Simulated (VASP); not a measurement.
# Hf (P6_3/mmc) in VASP: further runs, part 2 of 2

VASP 6.6.1. The steps go on from the part before.

## (4) Single point, PBEsol

This run uses another cell than the first one, of 22.68 Å³/atom, 1.020 times its volume.

Input file INCAR:

```
  PREC = Accurate
  ENCUT = 500
  EDIFF = 1E-6
  ISMEAR = 0
  SIGMA = 0.1
  LREAL = F
  LASPH = T
  NELM = 120
  ALGO = Normal
  ISIF = 2
  LWAVE = F
  LCHARG = F
  GGA = PS
  NBANDS = 17
  GGA_COMPAT = F
```

Input file KPOINTS:

```
regular mesh
0
Gamma
  12 12 7
```

Input file POSCAR:

```
Hf
1.0
    3.2769193513      0.0000000000      0.0000000000
   -1.6384596756      2.8378954044      0.0000000000
    0.0000000000      0.0000000000      4.8771572494
Hf
2
Direct
    0.3333333333      0.6666666667      0.2500000000
    0.6666666667      0.3333333333      0.7500000000
```

Potentials or basis: VASP PAW PBE potentials, release 64 (Hf_pv).

The run is started by

```bash
$ cat potpaw_PBE.64/Hf_pv/POTCAR > POTCAR
$ mpirun -np 1 vasp_std > vasp.out
```

OUTCAR:

```text
PREC = Accurate
   ENCUT = 500
   EDIFF = 1E-6
   ISMEAR = 0
   LREAL = F
   LASPH = T
   NELM = 120
   ISIF = 2
   GGA = PS

 ion  position               nearest neighbor table
   1  0.333  0.667  0.250-   2 3.09   2 3.09   2 3.09   2 3.09   2 3.09   2 3.09
   2  0.667  0.333  0.750-   1 3.09   1 3.09   1 3.09   1 3.09   1 3.09   1 3.09

  LATTYP: Found a hexagonal cell.
 ALAT       =     3.2769193513
 C/A-ratio  =     1.4883360640

  Lattice vectors:

 A1 = (   3.2769193513,   0.0000000000,   0.0000000000)
 A2 = (  -1.6384596756,   2.8378954044,   0.0000000000)
 A3 = (   0.0000000000,   0.0000000000,   4.8771572494)

Analysis of symmetry for initial positions (statically):
=====================================================================
 Subroutine PRICEL returns:
 Original cell was already a primitive cell.

 Routine SETGRP: Setting up the symmetry group for a
 hexagonal supercell.

 Subroutine GETGRP returns: Found 24 space group operations
 (whereof 12 operations were pure point group operations)
 out of a pool of 24 trial point group operations.

The static configuration has the point symmetry D_3d.
 The point group associated with its full space group is D_6h.

Analysis of symmetry for dynamics (positions and initial velocities):
=====================================================================
 Subroutine PRICEL returns:
 Original cell was already a primitive cell.

 Routine SETGRP: Setting up the symmetry group for a
 hexagonal supercell.

 Subroutine GETGRP returns: Found 24 space group operations
 (whereof 12 operations were pure point group operations)
 out of a pool of 24 trial point group operations.

[... 107 lines left out ...]
   ISIF   =      2    stress and relaxation
   ISYM   =      2    0-nonsym 1-usesym 2-fastsym
   POTIM  = 0.5000    time-step for ionic-motion
   TEBEG  =    0.0;   TEEND  =   0.0 temperature during run
   PSTRESS=    0.0 pullay stress
   NELECT =      20.0000    total number of electrons
   NUPDOWN=      -1.0000    fix difference up-down
   EMIN   =  10.00;   EMAX   =-10.00  energy-range for DOS
   EFERMI =   0.00;   METHOD = LEGACY
   ISMEAR =     0;   SIGMA  =   0.10  broadening in eV -4-tet -1-fermi 0-gaus
   EFERMI_NEDOS =   21; number of points for ismear=-14 and -15
   IALGO  =     38    algorithm
   IMIX   =      4    mixing-type and parameters
     AMIX     =   0.40;   BMIX     =  1.00
     AMIX_MAG =   1.60;   BMIX_MAG =  1.00
  volume/ion in A,a.u.               =      22.68       153.04
  Fermi-wavevector in a.u.,A,eV,Ry     =   1.246068  2.354728 21.125580  1.552686
  Thomas-Fermi vector in A             =   2.380262
   LORBIT       =      0    0 simple, 1 ext, 2 COOP (PROOUT), +10 PAW based schemes
   GGA     = PS    functional components
   LHFCALC =     F    Hartree Fock is set to
   AEXX    =    0.0000 exact exchange contribution
   IVDW    =     0    specifies the selected vdW correction
   LEPSILON=     F    determine dielectric tensor
   LRPA    =     F    only Hartree local field effects (RPA)
 non-spin polarized calculation
 Gauss-broadening in eV      SIGMA  =   0.10
  energy-cutoff  :      500.00
  volume of cell :       45.36
 maximum number of plane-waves:      1176
 NGX is ok and might be reduce to    24
   NGX = 11   NGY = 11   NGZ = 17

 number of electron      20.0000001 magnetization

 Free energy of the ion-electron system (eV)
  ---------------------------------------------------
  ext. energy  EPLUGINS =         0.00000000
  ---------------------------------------------------
  free energy    TOTEN  =       -20.93112625 eV

  energy without entropy =      -20.92316979  energy(sigma->0) =      -20.92714802

 E-fermi :   4.6748     XC(G=0): -11.3261

 val. band max:        4.6474247787   @ k =   0.0833   0.0833   0.4286
 cond. band min:       4.6755851324   @ k =   0.3333   0.2500   0.2857
 fundamental gap:      0.0281603538
 Fermi energy:         4.6747549328

 k-point     1 :       0.0000    0.0000    0.0000
  band No.  band energies     occupation
      1     -26.4530      2.00000
      2     -25.7378      2.00000
      3     -25.7378      2.00000
      4     -25.5698      2.00000
      5     -25.5698      2.00000
      6     -25.5147      2.00000
[... 457 lines left out ...]
      4     -25.8454      2.00000
      5     -25.6559      2.00000
      6     -25.6210      2.00000
[... 9 lines left out ...]
     16       9.0772      0.00000
     17      10.9098      0.00000

 [... further k-points ...]
[... 5 lines left out ...]
  --------------------------------------------------------------------------------------
  -------------------------------------------------------------------------------------
  Total       -2.1012967     -2.1012967     -0.1447833     -0.0000000      0.0000000     -0.0000000
  in kB      -74.2282244    -74.2282244     -5.1144658     -0.0000000      0.0000000     -0.0000000
  external PRESSURE =     -51.1903049 kB  Pullay stress =       0.0000000 kB

 VOLUME and BASIS-vectors are now :
 -----------------------------------------------------------------------------
  energy-cutoff  :      500.00
  volume of cell :       45.36
      direct lattice vectors                 reciprocal lattice vectors
     3.276919351  0.000000000  0.000000000     0.305164666  0.176186902  0.000000000
    -1.638459676  2.837895404  0.000000000     0.000000000  0.352373804  0.000000000
     0.000000000  0.000000000  4.877157249     0.000000000  0.000000000  0.205037473

 POSITION                                       TOTAL-FORCE (eV/Angst)
 -----------------------------------------------------------------------------------
     -0.00000      1.89193      1.21929         0.000000     -0.000000      0.000000
      1.63846      0.94597      3.65787        -0.000000      0.000000      0.000000
 -----------------------------------------------------------------------------------
    total drift:                               -0.000000      0.000000     -0.000000

  FREE ENERGIE OF THE ION-ELECTRON SYSTEM (eV)
  ---------------------------------------------------
  free  energy   TOTEN  =       -20.9311262539 eV

  energy  without entropy=      -20.9231697852  energy(sigma->0) =      -20.92714802
```

OSZICAR:

```text
N       E                     dE             d eps       ncg     rms          rms(c)
DAV:   1     0.496144956677E+02    0.49614E+02   -0.11022E+04  2600   0.108E+03
DAV:   2    -0.198074460467E+02   -0.69422E+02   -0.67677E+02  3341   0.248E+02
DAV:   3    -0.217342378674E+02   -0.19268E+01   -0.19066E+01  3407   0.274E+01
DAV:   4    -0.217507001383E+02   -0.16462E-01   -0.16442E-01  3241   0.304E+00
DAV:   5    -0.217508761135E+02   -0.17598E-03   -0.17594E-03  3400   0.279E-01    0.645E+01
DAV:   6    -0.211493001993E+02    0.60158E+00   -0.56448E-01  3077   0.462E+00    0.382E+01
DAV:   7    -0.209430824150E+02    0.20622E+00   -0.91630E-01  3108   0.565E+00    0.188E+00
DAV:   8    -0.209310368515E+02    0.12046E-01   -0.60453E-02  3012   0.157E+00    0.362E-01
DAV:   9    -0.209311373651E+02   -0.10051E-03   -0.12948E-03  3550   0.255E-01    0.196E-01
DAV:  10    -0.209311249554E+02    0.12410E-04   -0.57137E-05  3068   0.495E-02    0.180E-01
DAV:  11    -0.209311260779E+02   -0.11225E-05   -0.49608E-06  3251   0.149E-02    0.101E-02
DAV:  12    -0.209311262539E+02   -0.17601E-06   -0.34651E-07  1772   0.390E-03
   1 F= -.20931126E+02 E0= -.20927148E+02  d E =-.795647E-02
```

It took 23 s on 1 thread of Intel Xeon Platinum 8488C (Sapphire Rapids), shared host; peak memory 0.18 GiB.

Results:

| Property | Result |
| --- | --- |
| Free energy | -20.9311 eV |
| Pressure | -5.1 GPa |
| Band gap on the k mesh | zero (band 10 reaches 5.69 eV, above the bottom of band 11 at 4.36 eV) |

Stress tensor (GPa, compression positive):
```
-7.42  0.00  0.00
 0.00 -7.42  0.00
 0.00  0.00 -0.51
```

Levels at points of the mesh, in eV from the Fermi level:
| k point | band 8 | band 9 | band 10 | band 11 | band 12 | band 13 |
| --- | --- | --- | --- | --- | --- | --- |
| (0.00, 0.00, 0.00) | -3.55 | 1.01 | 1.01 | 1.15 | 1.98 | 1.98 |
| (0.50, 0.00, 0.00) | -2.72 | -2.09 | -1.04 | 0.38 | 1.18 | 2.00 |

Caveat: the PAW data sets were made with another functional, which shifts forces and pressure a little; spin-orbit coupling is left out, which moves the levels of the heavy elements.
